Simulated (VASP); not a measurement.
Wanted: the native input for a VASP 6.6.1 run.

```yaml
Task: relaxation of cell and atoms
Functional: LDA
Potentials_or_basis: VASP PAW LDA potentials, release 64 (Be, C)
Cutoff: 600 eV
k_mesh: 12 × 12 × 12
Occupations: gaussian, width 0.01 eV
Spin: no spin polarisation
Target_pressure: 1 GPa
Dipole_correction: no
Further_INCAR_settings: ALGO = Normal; EDIFF = 1e-07; IBRION = 2; EDIFFG = -0.001; NSW = 80; ISIF = 3
```

The structure of BeC2 lies in POSCAR:

```
BeC2
1.0
   -1.7757233718      1.7757233718      2.3208842340
    1.7757233718     -1.7757233718      2.3208842340
    1.7757233718      1.7757233718     -2.3208842340
Be C
1 2
Direct
    0.0000000000      0.0000000000      0.0000000000
    0.6340594767      0.6340594767      0.0000000000
    0.3659405233      0.3659405233      0.0000000000
```

One way to write it, as run:

INCAR

```
SYSTEM = BeC2
ALGO = Normal ; EDIFF = 1E-7
EDIFFG = -0.001 ; ENCUT = 600
GGA = CA ; IBRION = 2
ISIF = 3 ; ISMEAR = 0
LASPH = .True. ; LCHARG = .False.
LREAL = .False. ; LWAVE = .False.
NELM = 80 ; NSW = 80
PREC = Accurate ; PSTRESS = 10.0
SIGMA = 0.01
```

KPOINTS

```
k-points
0
Gamma
  12 12 12
  0 0 0
```

Potentials or basis: VASP PAW LDA potentials, release 64 (Be, C).

Command:

```sh
$ cat potpaw_LDA.64/Be/POTCAR potpaw_LDA.64/C/POTCAR > POTCAR
$ mpirun -np 1 vasp_std > vasp.out
```

Results of the run:

```
Relaxed volume                                             : 9.53 Å³/atom
Relaxed cell                                               : a = 3.398 Å, b = 3.398 Å, c = 3.398 Å, α = 117.78°, β = 117.78°, γ = 93.88°
Space group after relaxing (to 0.1 Å)                      : I4/mmm (No. 139)
Energy change on relaxing (the run minimises the enthalpy) : +0.7 meV/atom
Ionic steps                                                : 15
Pressure after relaxing                                    : 1.0 GPa
Band gap on the k mesh                                     : 1.79 eV (least direct gap 2.68 eV)
```

Caveat: the cell is relaxed towards a set pressure, so the run minimises the enthalpy, not the energy.

It took 3.6 min on 1 thread of Intel(R) Xeon(R) Platinum 8259CL CPU @ 2.50GHz (Skylake/Cascade Lake), on a shared host, peak memory 0.18 GiB.
